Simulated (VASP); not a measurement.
# BN (I-4m2) in VASP: G0W0 quasiparticle levels with PBE

Aim: the G0W0 quasiparticle levels of BN with PBE.

Program: VASP 6.6.1. These are calculated values, not measurements. Logs are shortened: lines on timing, memory, paths and dates and some standing lists are left out, and cuts for length are marked.

## (1) The cell of the first run

It takes space group I-4m2 (No. 119, tetragonal). Conventional cell: a = 2.552 Å, b = 2.552 Å, c = 3.537 Å, α = 90.00°, β = 90.00°, γ = 90.00°. Within 2.1 Å of B (site symmetry -4m2) lie 4 N at 1.55 Å. Within 2.1 Å of N (site symmetry -4m2) lie 4 B at 1.55 Å.

## (2) G0W0 quasiparticle levels, PBE

Input file POSCAR:

```
BN
1.0
    0.0000000000      1.8048254650      1.7687289557
    1.8048254650      0.0000000000      1.7687289557
    1.8048254650      1.8048254650      0.0000000000
B N
1 1
Direct
    0.0000000000      0.0000000000      0.0000000000
    0.2500000000      0.2500000000      0.2500000000
```

Input file INCAR.step1:

```
SYSTEM = BN
PREC = Accurate
ENCUT = 500
EDIFF = 1E-8
ISMEAR = 0
SIGMA = 0.01
LREAL = .FALSE.
LASPH = .TRUE.
NELM = 100
ALGO = Normal
LWAVE = .TRUE.
LCHARG = .FALSE.
GGA = PE
```

Input file INCAR.step2:

```
SYSTEM = BN
PREC = Accurate
ENCUT = 500
EDIFF = 1E-8
ISMEAR = 0
SIGMA = 0.01
LREAL = .FALSE.
LASPH = .TRUE.
NELM = 1
ALGO = Exact
LWAVE = .TRUE.
LCHARG = .FALSE.
GGA = PE
NBANDS = 52
LOPTICS = .TRUE.
ISTART = 1
```

Input file INCAR.step3:

```
SYSTEM = BN
PREC = Accurate
ENCUT = 500
EDIFF = 1E-8
ISMEAR = 0
SIGMA = 0.01
LREAL = .FALSE.
LASPH = .TRUE.
ALGO = EVGW0
LWAVE = .FALSE.
LCHARG = .FALSE.
GGA = PE
NELMGW = 1
NBANDS = 52
ENCUTGW = 150.0
NOMEGA = 96
PRECFOCK = Fast
ISTART = 1
NBANDSGW = 12
OMEGAMAX = 30
```

Input file KPOINTS:

```
regular mesh
0
G
  6 6 6
  0 0 0
```

Potentials or basis: VASP PAW PBE potentials, release 64 (B_GW, N_GW).

On the command line:

```bash
$ cat potpaw_PBE.64/B_GW/POTCAR potpaw_PBE.64/N_GW/POTCAR > POTCAR
$ cp INCAR.step1 INCAR
$ mpirun -np 1 vasp_std > vasp.out
$ cp INCAR.step2 INCAR
$ mpirun -np 1 vasp_std > vasp.out
$ cp INCAR.step3 INCAR
$ mpirun -np 1 vasp_std > vasp.out
```

OUTCAR:

```text
SYSTEM = BN
   PREC = Accurate
   ENCUT = 500
   EDIFF = 1E-8
   ISMEAR = 0
   LREAL = .FALSE.
   LASPH = .TRUE.
   GGA = PE
   NELMGW = 1
   ENCUTGW = 150.0
   PRECFOCK = Fast
   ISTART = 1

 ion  position               nearest neighbor table
   1  0.000  0.000  0.000-   2 1.55   2 1.55   2 1.55   2 1.55
   2  0.250  0.250  0.250-   1 1.55   1 1.55   1 1.55   1 1.55

  LATTYP: Found a body centered tetragonal cell.
 ALAT       =     2.5524086503
 C/A-ratio  =     1.3859292911

  Lattice vectors:

 A1 = (   0.0000000000,  -1.8048254650,  -1.7687289557)
 A2 = (   0.0000000000,   1.8048254650,  -1.7687289557)
 A3 = (   1.8048254650,   0.0000000000,   1.7687289557)

Analysis of symmetry for initial positions (statically):
=====================================================================
 Subroutine PRICEL returns:
 Original cell was already a primitive cell.

 Routine SETGRP: Setting up the symmetry group for a
 body centered tetragonal supercell.

 Subroutine GETGRP returns: Found  8 space group operations
 (whereof  8 operations were pure point group operations)
 out of a pool of 16 trial point group operations.

The static configuration has the point symmetry D_2d.

Analysis of symmetry for dynamics (positions and initial velocities):
=====================================================================
 Subroutine PRICEL returns:
 Original cell was already a primitive cell.

 Routine SETGRP: Setting up the symmetry group for a
 body centered tetragonal supercell.

 Subroutine GETGRP returns: Found  8 space group operations
 (whereof  8 operations were pure point group operations)
 out of a pool of 16 trial point group operations.

The dynamic configuration has the point symmetry D_2d.

 Subroutine INISYM returns: Found  8 space group operations
 (whereof  8 operations are pure point group operations),
 and found     1 'primitive' translations

----------------------------------------------------------------------------------------

                                     Primitive cell

  volume of cell :      11.5229

  direct lattice vectors                    reciprocal lattice vectors
     0.000000000  1.804825465  1.768728956    -0.277035098  0.277035098  0.282688876
     1.804825465  0.000000000  1.768728956     0.277035098 -0.277035098  0.282688876
     1.804825465  1.804825465  0.000000000     0.277035098  0.277035098 -0.282688876

  length of vectors
     2.527013470  2.527013470  2.552408650     0.483125131  0.483125131  0.483125131

  position of ions in fractional coordinates (direct lattice)
     0.000000000  0.000000000  0.000000000
     0.250000000  0.250000000  0.250000000

  ion indices of the primitive-cell ions
   primitive index   ion index
                 1           1
                 2           2

----------------------------------------------------------------------------------------

 KPOINTS: regular mesh

Automatic generation of k-mesh.
 Grid dimensions read from file:
 generate k-points for:    6    6    6

 Generating k-lattice:

  Cartesian coordinates                     Fractional coordinates (reciprocal lattice)
    -0.046172516  0.046172516  0.047114813     0.166666667  0.000000000  0.000000000
     0.046172516 -0.046172516  0.047114813     0.000000000  0.166666667  0.000000000
     0.046172516  0.046172516 -0.047114813     0.000000000  0.000000000  0.166666667

  Length of vectors
     0.080520855  0.080520855  0.080520855

  Shift w.r.t. Gamma in fractional coordinates (k-lattice)
     0.000000000  0.000000000  0.000000000

 Subroutine IBZKPT returns following result:
 ===========================================

 Found     30 irreducible k-points:

 Following reciprocal coordinates:
            Coordinates               Weight
  0.000000  0.000000  0.000000      1.000000
  0.166667  0.000000  0.000000      8.000000
  0.333333  0.000000  0.000000      8.000000
  0.500000  0.000000  0.000000      4.000000
  0.166667  0.166667  0.000000      2.000000
  0.333333  0.166667  0.000000      8.000000
[... 16 lines left out ...]
  0.333333  0.000000  0.333333      4.000000
  0.500000  0.000000  0.333333     16.000000
 [... further k-points ...]
   k-points           NKPTS =     30   k-points in BZ     NKDIM =    216   number of bands    NBANDS=     52
   number of dos      NEDOS =    301   number of ions     NIONS =      2
   total plane-waves  NPLWV =   6480
   dimension x,y,z NGX =    18 NGY =   18 NGZ =   20
   dimension x,y,z NGXF=    36 NGYF=   36 NGZF=   40
   ions per type =               1   1
   NGX,Y,Z   is equivalent  to a cutoff of  11.84, 11.84, 13.03 a.u.
   NGXF,Y,Z  is equivalent  to a cutoff of  23.68, 23.68, 26.05 a.u.
 SYSTEM =  BN
   PREC   = accura    normal or accurate (medium, high low for compatibility)
   ISTART =      1    job   : 0-new  1-cont  2-samecut
   ICHARG =      0    charge: 1-file 2-atom 10-const
   ISPIN  =      1    spin polarized calculation?
   LNONCOLLINEAR =      F non collinear calculations
   LSORBIT =      F    spin-orbit coupling
   LASPH  =      T    aspherical Exc in radial PAW
   ENCUT  =  500.0 eV  36.75 Ry    6.06 a.u.   4.61  4.61  4.65*2*pi/ulx,y,z
   NELM   =     60;   NELMIN=  2; NELMDL=  0     # of ELM steps
   EDIFF  = 0.1E-07   stopping-criterion for ELM
   LREAL  =      F    real-space projection
   EDIFFG = 0.1E-06   stopping-criterion for IOM
   NSW    =      0    number of steps for IOM
   IBRION =     -1    ionic relax: 0-MD 1-quasi-New 2-CG
   NFREE  =      0    steps in history (QN), initial steepest desc. (CG)
   ISIF   =      0    stress and relaxation
   ISYM   =      3    0-nonsym 1-usesym 2-fastsym
   POTIM  = 0.5000    time-step for ionic-motion
   TEBEG  =    0.0;   TEEND  =   0.0 temperature during run
   PSTRESS=    0.0 pullay stress
   NELECT =       8.0000    total number of electrons
   NUPDOWN=      -1.0000    fix difference up-down
   EMIN   =  10.00;   EMAX   =-10.00  energy-range for DOS
   EFERMI =   0.00;   METHOD = LEGACY
   ISMEAR =     0;   SIGMA  =   0.01  broadening in eV -4-tet -1-fermi 0-gaus
   EFERMI_NEDOS =   21; number of points for ismear=-14 and -15
   IALGO  =     38    algorithm
   IMIX   =      4    mixing-type and parameters
     AMIX     =   0.40;   BMIX     =  1.00
     AMIX_MAG =   1.60;   BMIX_MAG =  1.00
  volume/ion in A,a.u.               =       5.76        38.88
  Fermi-wavevector in a.u.,A,eV,Ry     =   1.449609  2.739364 28.590830  2.101367
  Thomas-Fermi vector in A             =   2.567316
   LORBIT       =      0    0 simple, 1 ext, 2 COOP (PROOUT), +10 PAW based schemes
   GGA     = PE    functional components
   LHFCALC =     T    Hartree Fock is set to
   PRECFOCK=fast      Normal, Fast or Accurate (Low or Medium for compatibility)
   ENCUT4O =  -1.0   cutoff for four orbital integrals eV
   NKREDX  =     1    reduce k-point grid by
   NKREDY  =     1    reduce k-point grid by
   NKREDZ  =     1    reduce k-point grid by
   AEXX    =    1.0000 exact exchange contribution
   HFSCREEN=    0.0000 screening length (either q_TF or 0.3 A-1)
   HFSCREENC=   0.0000 screening length for correlation (either q_TF or 0.3 A-1)
   ENCUTFOCK=  -1.0 apply spherical cutoff to Coloumb kernel
   IVDW    =     0    specifies the selected vdW correction
   LEPSILON=     F    determine dielectric tensor
   LRPA    =     F    only Hartree local field effects (RPA)
   LRPAFORCE           =     F    calculate RPA forces
   ENCUTGW             = 150.0    cutoff for response function in eV
   ENCUTGWSOFT         = 120.0    soft cutoff for Coulomb kernel in GW response function in eV
   ENCUTLF             =  -1.0    cutoff for local field effects
   NELMGW              =     1    number of iterations in solving QP/BSE equation
   NELMHF              =     1    number of iterations in the inner HF iteration
   NKREDLFX            =     1    NKREDLFY  =   1   NKREDLFZ  =   1
 non-spin polarized calculation
 Gauss-broadening in eV      SIGMA  =   0.01
  energy-cutoff  :      500.00
  volume of cell :       11.52
 maximum number of plane-waves:       304
  NGX = 12; NGY = 12; NGZ = 12
   NGX =  9   NGY =  9   NGZ =  9
 maximum number of plane-waves:        59

 QP shifts <psi_nk| G(iteration)W_0 |psi_nk>: iteration 1
 for sc-GW calculations column KS-energies equals QP-energies in previous step
 and V_xc(KS)=  KS-energies - (<T + V_ion + V_H > + <T+V_H+V_ion>^1  + <V_x>^1)

 k-point   1 :       0.0000    0.0000    0.0000
  band No.  KS-energies  QP-energies   sigma(KS)   V_xc(KS)     V^pw_x(r,r')   Z            occupation Imag(sigma)

      1     -12.7451     -14.6819     -18.0212     -15.5439     -26.6197       0.7818       2.0000       1.3739
      2       7.7051       6.9455     -19.2738     -18.3553     -21.9886       0.8269       2.0000       0.0448
      3       7.7051       6.9455     -19.2738     -18.3553     -21.9886       0.8269       2.0000       0.0448
      4       7.9011       7.1509     -19.2979     -18.3911     -22.0146       0.8273       2.0000       0.0447
      5      16.6162      17.9920     -12.1888     -13.8353      -7.0393       0.8355       0.0000      -0.0637
      6      16.7608      18.1433     -12.2430     -13.8954      -7.0911       0.8366       0.0000      -0.0633
      7      16.7608      18.1433     -12.2430     -13.8954      -7.0911       0.8366       0.0000      -0.0633
      8      18.5191      19.7381     -14.0070     -15.4983      -8.3663       0.8174       0.0000      -0.0800
      9      32.9860      33.4776     -10.9145     -11.5375      -3.3334       0.7892       0.0000      -0.5040
     10      35.3263      36.5714     -11.9398     -13.4220      -5.5598       0.8401       0.0000      -0.4823
     11      36.1105      36.7355     -10.4140     -11.1650      -3.0996       0.8322       0.0000      -0.8787
     12      36.1105      36.7355     -10.4140     -11.1650      -3.0996       0.8322       0.0000      -0.8787

 k-point   2 :       0.1667    0.0000    0.0000
  band No.  KS-energies  QP-energies   sigma(KS)   V_xc(KS)     V^pw_x(r,r')   Z            occupation Imag(sigma)

      1     -12.0621     -13.9240     -18.0591     -15.6588     -26.5321       0.7757       2.0000       1.2742
      2       4.7043       3.6073     -18.3752     -17.0322     -21.6214       0.8168       2.0000       0.0577
      3       7.0399       6.2111     -18.9792     -17.9759     -21.7801       0.8259       2.0000       0.0465
      4       7.2274       6.4098     -19.0048     -18.0150     -21.7977       0.8260       2.0000       0.0462
      5      17.2520      18.5453     -12.7750     -14.3293      -7.5438       0.8322       0.0000      -0.0674
      6      17.6720      19.1248     -12.4983     -14.2439      -7.1749       0.8322       0.0000      -0.0679
      7      17.6929      19.1184     -12.5677     -14.2821      -7.2360       0.8315       0.0000      -0.0686
      8      20.3655      21.8654     -14.2317     -16.0878      -8.2908       0.8081       0.0000      -0.0917
      9      31.7355      32.6601     -11.1370     -12.2497      -4.8005       0.8309       0.0000      -0.3695
     10      31.9331      32.5921     -10.5111     -11.3218      -3.6096       0.8128       0.0000      -0.4154
     11      32.4369      33.2489     -10.9050     -11.8947      -4.1680       0.8204       0.0000      -0.4275
     12      36.1902      36.9263     -11.2598     -12.1634      -3.4445       0.8147       0.0000      -0.9246
[... 324 lines left out ...]
      1      -9.3641     -10.9877     -18.4141     -16.2621     -26.3404       0.7545       2.0000       0.8644
      2       1.5375       0.1061     -18.4456     -16.6517     -22.6787       0.7979       2.0000       0.0868
      3       3.6889       2.5234     -18.0642     -16.6306     -21.5329       0.8129       2.0000       0.0630
      4       3.7434       2.5796     -18.0555     -16.6243     -21.5152       0.8131       2.0000       0.0628
      5      13.6252      14.4956     -11.9013     -12.9294      -7.2328       0.8466       0.0000      -0.0563
      6      18.3465      19.3244     -11.8383     -13.0011      -6.6254       0.8410       0.0000      -0.0671
      7      23.3301      25.1300     -13.5850     -15.8550      -6.8866       0.7929       0.0000      -0.1273
      8      23.9083      25.7352     -13.6790     -15.9930      -6.8656       0.7895       0.0000      -0.1354
      9      27.2445      28.7114     -13.8501     -15.7159      -6.8195       0.7862       0.0000      -0.2174
     10      35.6350      36.8667     -11.7966     -13.3498      -3.5634       0.7930       0.0000      -0.8228
     11      41.1556      42.4813     -11.9332     -13.4830      -4.8871       0.8554       0.0000      -1.0572
     12      43.6860      44.7106     -10.9408     -12.1851      -2.9924       0.8235       0.0000      -1.2061

 k-point  24 :       0.5000    0.0000    0.3333
  band No.  KS-energies  QP-energies   sigma(KS)   V_xc(KS)     V^pw_x(r,r')   Z            occupation Imag(sigma)

      1      -7.6388      -9.1627     -19.0178     -16.9796     -26.6116       0.7477       2.0000       0.6437
      2      -0.5429      -2.1068     -17.7621     -15.7677     -22.4246       0.7841       2.0000       0.1142
      3       1.7028       0.3518     -17.4303     -15.7505     -21.2527       0.8043       2.0000       0.0782
      4       3.4333       2.2430     -18.0483     -16.5819     -21.5904       0.8117       2.0000       0.0650
      5      14.1955      15.0775     -12.1281     -13.1716      -7.4465       0.8452       0.0000      -0.0569
      6      19.2434      20.3378     -12.1810     -13.4912      -6.8177       0.8353       0.0000      -0.0711
      7      24.0980      25.8521     -13.6163     -15.8486      -6.6781       0.7858       0.0000      -0.1468
      8      24.6347      26.3976     -13.7384     -15.9935      -6.6925       0.7817       0.0000      -0.1558
      9      28.0595      29.6341     -13.9697     -15.9990      -6.5999       0.7759       0.0000      -0.2465
     10      34.8530      36.2603     -12.0850     -13.8539      -3.9878       0.7955       0.0000      -0.7513
     11      38.4636      39.6164     -11.6082     -13.0040      -4.3423       0.8258       0.0000      -0.8386
     12      42.9559      43.9582     -10.9428     -12.1550      -3.2150       0.8268       0.0000      -1.1318

 [... further k-points ...]
```

It took 1.9 min on 1 thread of AMD EPYC 9R45 (Zen 5), shared host; peak memory 0.21 GiB.

Results:

```yaml
Quasiparticle_gap: 5.60 eV
Least_direct_quasiparticle_gap: 10.84 eV
Band_gap_of_the_starting_levels_on_the_mesh: 4.12 eV
Least_direct_gap_of_the_starting_levels_on_the_mesh: 8.72 eV
```

Caveat: the k points lie up to 0.51 Å⁻¹ apart; bands, screening cutoff and mesh are small and nothing is extrapolated, so the quasiparticle values aren't converged.
